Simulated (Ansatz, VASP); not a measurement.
# CdS: VASP beside Ansatz

The input INCAR:

```
SYSTEM = CdS
PREC = Accurate ; ENCUT = 520
EDIFF = 1E-6 ; ISMEAR = -1
SIGMA = 0.05 ; LREAL = .False.
LASPH = .True. ; NELM = 100
ALGO = Normal ; ISIF = 2
LWAVE = .False. ; LCHARG = .False.
GGA = B5 ; ALDAX = 1.0
AGGAX = 1.0 ; AGGAC = 1.0
ALDAC = 0.0 ; IVDW = 13
VDW_S6 = 1.0 ; VDW_S8 = 2.34076671
VDW_A1 = 0.44488865 ; VDW_A2 = 4.0933009
NBANDS = 16
```

KPOINTS

```
regular mesh
0
Gamma
  8 8 8
  0 0 0
```

The input POSCAR:

```
CdS
1.0
    0.0000000000      2.8770830059      2.8770830059
    2.8770830059      0.0000000000      2.8770830059
    2.8770830059      2.8770830059      0.0000000000
Cd S
1 1
Direct
    0.0000000000      0.0000000000      0.0000000000
    0.7500000000      0.7500000000      0.7500000000
```

input.yaml

```yaml
crystal:
  lattice:
    - [0.0, 2.8770830059, 2.8770830059]
    - [2.8770830059, 0.0, 2.8770830059]
    - [2.8770830059, 2.8770830059, 0.0]
  atoms:
    - { symbol: Cd, position: [0.0, 0.0, 0.0] }
    - { symbol: S, position: [0.75, 0.75, 0.75] }
hamiltonian:
  xc: blyp
  pseudopotentials: { kind: paw }
  dispersion: d4
kpoints:
  mp_grid: { grid: [8, 8, 8] }
scf:
  occupations: { method: fermi_dirac, width: 0.05 }
output:
  forces: true
  stress: true
  eigenvalues: true
  write_density: true
  write_potential: true
  elf: true
  volumetric_format: npy
```

Alike in both runs: task single point; functional BLYP; dispersion D4; k mesh 8 × 8 × 8; occupations fermi-dirac, width 0.05 eV; no spin polarisation.

```csv
,VASP,Ansatz
version,VASP 6.6.1,Ansatz 0.2.0
potentials or method,"VASP PAW PBE potentials, release 64 (Cd, S)",Ansatz PAW
plane-wave cutoff (eV),520,420
valence electrons in the cell,18,26
```

Ansatz gave:

* gap on the k mesh at the Fermi level (eV): 1.19
* least direct gap on the mesh (eV): 1.19
* pressure (GPa): 4.6

Task: Which values does VASP return?

Result: gap on the k mesh at the Fermi level (eV): 1.22; least direct gap on the mesh (eV): 1.22; pressure (GPa): 5.1.

VASP's potentials were made for PBE, not for BLYP. VASP's potentials hold 18 valence electrons a cell and Ansatz's 26, so a difference there can come from the potentials and not from the codes.
